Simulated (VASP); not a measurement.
# Al (P6_3/mmc) in VASP: notebook

Runs on Al. Level: PBE. Tasks: relaxation of shape and atoms at fixed volume.

All numbers are computed with VASP 6.6.1; they aren't measurements. Logs are shortened: lines on timing, memory, paths and dates and some standing lists are left out, and cuts for length are marked.

### 1 The cell of the first run

It takes space group P6_3/mmc (No. 194, hexagonal). The conventional cell has a = 3.089 Å, b = 3.089 Å, c = 3.884 Å, α = 90.00°, β = 90.00°, γ = 120.00°. Al (site symmetry -3m) has 8 Al at 1.94 to 2.03 Å within 2.6 Å. Al (site symmetry -6m2) has 12 Al at 2.03 to 2.64 Å within 2.7 Å.

This isn't the form of Al at room conditions, which is fcc.

### 2 Relaxation of shape and atoms at fixed volume, PBE

Contents of INCAR:

```
PREC = Accurate
ENCUT = 600
EDIFF = 1E-7
ISMEAR = -1
SIGMA = 0.05
LREAL = False
LASPH = True
NELM = 60
ALGO = Normal
ISIF = 4
LWAVE = False
LCHARG = False
GGA = PE
IBRION = 2
NSW = 50
EDIFFG = -0.005
```

Contents of KPOINTS:

```
Automatic mesh
0
Gamma
  10 10 7
```

Contents of POSCAR:

```
Al
1.0
    3.0894116150      0.0000000000      0.0000000000
   -1.5447058075      2.6755089413      0.0000000000
    0.0000000000      0.0000000000      3.8844130010
Al
4
Direct
    0.0000000000      0.0000000000      0.0000000000
    0.0000000000      0.0000000000      0.5000000000
    0.3333333333      0.6666666667      0.2500000000
    0.6666666667      0.3333333333      0.7500000000
```

Potentials or basis: VASP PAW PBE potentials, release 64 (Al).

Launch:

```console
$ cat potpaw_PBE.64/Al/POTCAR > POTCAR
$ mpirun -np 1 vasp_std > vasp.out
```

OUTCAR:

```text
PREC = Accurate
   ENCUT = 600
   EDIFF = 1E-7
   ISMEAR = -1
   LREAL = False
   LASPH = True
   NELM = 60
   ISIF = 4
   GGA = PE
   IBRION = 2
   NSW = 50
   EDIFFG = -0.005

 ion  position               nearest neighbor table
   1  0.000  0.000  0.000-   2 1.94   2 1.94   4 2.03   3 2.03   3 2.03   4 2.03   4 2.03   3 2.03

   2  0.000  0.000  0.500-   1 1.94   1 1.94   4 2.03   3 2.03   3 2.03   4 2.03   4 2.03   3 2.03

   3  0.333  0.667  0.250-   1 2.03   2 2.03   1 2.03   2 2.03   1 2.03   2 2.03   4 2.64   4 2.64
                             4 2.64   4 2.64   4 2.64   4 2.64
   4  0.667  0.333  0.750-   1 2.03   2 2.03   1 2.03   2 2.03   1 2.03   2 2.03   3 2.64   3 2.64
                             3 2.64   3 2.64   3 2.64   3 2.64

  LATTYP: Found a hexagonal cell.
 ALAT       =     3.0894116150
 C/A-ratio  =     1.2573310018

  Lattice vectors:

 A1 = (   3.0894116150,   0.0000000000,   0.0000000000)
 A2 = (  -1.5447058075,   2.6755089413,   0.0000000000)
 A3 = (   0.0000000000,   0.0000000000,   3.8844130010)

Analysis of symmetry for initial positions (statically):
=====================================================================
 Subroutine PRICEL returns:
 Original cell was already a primitive cell.

 Routine SETGRP: Setting up the symmetry group for a
 hexagonal supercell.

 Subroutine GETGRP returns: Found 24 space group operations
 (whereof 12 operations were pure point group operations)
 out of a pool of 24 trial point group operations.

The static configuration has the point symmetry D_3d.
 The point group associated with its full space group is D_6h.

Analysis of symmetry for dynamics (positions and initial velocities):
=====================================================================
 Subroutine PRICEL returns:
 Original cell was already a primitive cell.

 Routine SETGRP: Setting up the symmetry group for a
 hexagonal supercell.

 Subroutine GETGRP returns: Found 24 space group operations
 (whereof 12 operations were pure point group operations)
 out of a pool of 24 trial point group operations.

The dynamic configuration has the point symmetry D_3d.
 The point group associated with its full space group is D_6h.

 Subroutine INISYM returns: Found 24 space group operations
 (whereof 12 operations are pure point group operations),
 and found     1 'primitive' translations
[... 121 lines left out ...]
  Fermi-wavevector in a.u.,A,eV,Ry     =   1.179232  2.228426 18.920111  1.390589
  Thomas-Fermi vector in A             =   2.315547
   LORBIT       =      0    0 simple, 1 ext, 2 COOP (PROOUT), +10 PAW based schemes
   GGA     = PE    functional components
   LHFCALC =     F    Hartree Fock is set to
   AEXX    =    0.0000 exact exchange contribution
   IVDW    =     0    specifies the selected vdW correction
   LEPSILON=     F    determine dielectric tensor
   LRPA    =     F    only Hartree local field effects (RPA)
 conjugate gradient relaxation of ions
 non-spin polarized calculation
  energy-cutoff  :      600.00
  volume of cell :       32.11
 maximum number of plane-waves:      1090
 NGX is ok and might be reduce to    28
   NGX = 13   NGY = 13   NGZ = 15

--------------------------------------- Ionic step        1  -------------------------------------------

 number of electron      12.0000000 magnetization

 Free energy of the ion-electron system (eV)
  ---------------------------------------------------
  ext. energy  EPLUGINS =         0.00000000
  ---------------------------------------------------
  free energy    TOTEN  =        10.03928950 eV

  energy without entropy =       10.05036118  energy(sigma->0) =       10.04482534

------------------------ aborting loop because EDIFF is reached ----------------------------------------

  FORCE on cell =-STRESS in cart. coord.  units (eV):
  Direction    XX          YY          ZZ          XY          YZ          ZX
  --------------------------------------------------------------------------------------
  -------------------------------------------------------------------------------------
  Total       64.6928505     64.6928505     74.2719505     -0.0000000     -0.0000000      0.0000000
  in kB     3228.1914941   3228.1914940   3706.1912916     -0.0000000     -0.0000000      0.0000000
  external PRESSURE =    3387.5247599 kB  Pullay stress =       0.0000000 kB
[... 95 lines left out ...]
  FREE ENERGIE OF THE ION-ELECTRON SYSTEM (eV)
  ---------------------------------------------------
  free  energy   TOTEN  =         9.3780837299 eV

  energy  without entropy=        9.3949763970  energy(sigma->0) =        9.38653006

[... ionic steps 4 to 10 ...]

--------------------------------------- Ionic step       11  -------------------------------------------

 number of electron      12.0000000 magnetization

------------------------ aborting loop because EDIFF is reached ----------------------------------------
[... 71 lines left out ...]
--------------------------------------- Ionic step       13  -------------------------------------------

 number of electron      11.9999999 magnetization

 Free energy of the ion-electron system (eV)
  ---------------------------------------------------
  ext. energy  EPLUGINS =         0.00000000
  ---------------------------------------------------
  free energy    TOTEN  =        -0.26672349 eV

  energy without entropy =       -0.25590863  energy(sigma->0) =       -0.26131606

 E-fermi :  17.7502     XC(G=0): -13.1535

 val. band max:       17.7096053358   @ k =   0.3000   0.1000   0.1429
 cond. band min:      17.7787893373   @ k =   0.3000   0.1000   0.0000
 fundamental gap:      0.0691840016
 Fermi energy:        17.7502388103

 k-point     1 :       0.0000    0.0000    0.0000
  band No.  band energies     occupation
      1       1.0364      2.00000
      2       3.7326      2.00000
      3       3.7572      2.00000
      4      10.4257      2.00000
      5      12.5239      2.00000
      6      23.2645      0.00000
      7      23.3011      0.00000
      8      33.2335      0.00000
      9      33.2335      0.00000
     10      34.2522      0.00000
[... 287 lines left out ...]
 k-point    24 :       0.4000    0.1000    0.1429
  band No.  band energies     occupation
      1       8.7067      2.00000
      2      10.3518      2.00000
      3      11.4699      2.00000
      4      12.3753      2.00000
      5      14.2642      2.00000
      6      15.4439      2.00000
      7      16.7170      2.00000
      8      19.4496      0.00000
      9      20.0399      0.00000
     10      21.7227      0.00000

 [... further k-points ...]
[... 5 lines left out ...]
  --------------------------------------------------------------------------------------
  -------------------------------------------------------------------------------------
  Total       50.6246663     50.6246663     50.6274029     -0.0000000      0.0000000      0.0000000
  in kB     2526.1851369   2526.1851343   2526.3216914     -0.0000000      0.0000000      0.0000000
  external PRESSURE =    2526.2306542 kB  Pullay stress =       0.0000000 kB
[... 19 lines left out ...]
  FREE ENERGIE OF THE ION-ELECTRON SYSTEM (eV)
  ---------------------------------------------------
  free  energy   TOTEN  =        -0.2667234940 eV

  energy  without entropy=       -0.2559086349  energy(sigma->0) =       -0.26131606

 reached required accuracy - stopping structural energy minimisation
```

OSZICAR:

```text
N       E                     dE             d eps       ncg     rms          rms(c)
DAV:   1     0.469301430544E+02    0.46930E+02   -0.56654E+03  1120   0.114E+03
DAV:   2     0.102505213684E+02   -0.36680E+02   -0.34600E+02  1430   0.151E+02
DAV:   3     0.894594946304E+01   -0.13046E+01   -0.12623E+01  1454   0.251E+01
[... 113 lines left out ...]
       N       E                     dE             d eps       ncg     rms          rms(c)
DAV:   1    -0.266730607048E+00   -0.47718E-03   -0.27588E-03  1238   0.339E-01    0.233E-02
DAV:   2    -0.266726361811E+00    0.42452E-05   -0.19509E-05  1264   0.342E-02    0.138E-02
DAV:   3    -0.266723485320E+00    0.28765E-05   -0.41262E-06  1302   0.131E-02    0.551E-04
DAV:   4    -0.266723493970E+00   -0.86502E-08   -0.70804E-08   884   0.248E-03
  13 F= -.26672349E+00 E0= -.26131606E+00  d E =-.108222E-01
```

CONTCAR:

```text
Al
   1.00000000000000
     2.2531758696325679    0.0000000000000000    0.0000000000000000
    -1.1265879348162839    1.9513075412865166    0.0000000000000000
     0.0000000000000001   -0.0000000000000000    7.3027555961086241
  Al
     4
Direct
     0.0000000000000000    0.0000000000000000    0.0000000000000000
     0.0000000000000000    0.0000000000000000    0.5000000000000000
     0.3333333332999970    0.6666666667000030    0.2500000000000000
     0.6666666667000030    0.3333333332999970    0.7500000000000000

  0.00000000E+00  0.00000000E+00  0.00000000E+00
  0.00000000E+00  0.00000000E+00  0.00000000E+00
  0.00000000E+00  0.00000000E+00  0.00000000E+00
  0.00000000E+00  0.00000000E+00  0.00000000E+00
```

It took 3.8 min on 1 thread of Intel Xeon 8259CL, shared host; peak memory 0.17 GiB.

What came out:

* Free energy: -0.2667 eV
* Pressure after relaxing: 252.6 GPa
* Band gap on the k mesh: zero (bands 6 and 7 overlap by 7.44 eV)

Final structure:
```
Al
1.0
     2.25318    0.00000    0.00000
    -1.12659    1.95131    0.00000
     0.00000    0.00000    7.30276
Al
4
Direct
  0.00000 0.00000 0.00000
  0.00000 0.00000 0.50000
  0.33333 0.66667 0.25000
  0.66667 0.33333 0.75000
```

Caveat: a cell axis changed by over 15 % at a fixed basis, so the end point is rough.

(Part 1 of 2 ends here.)
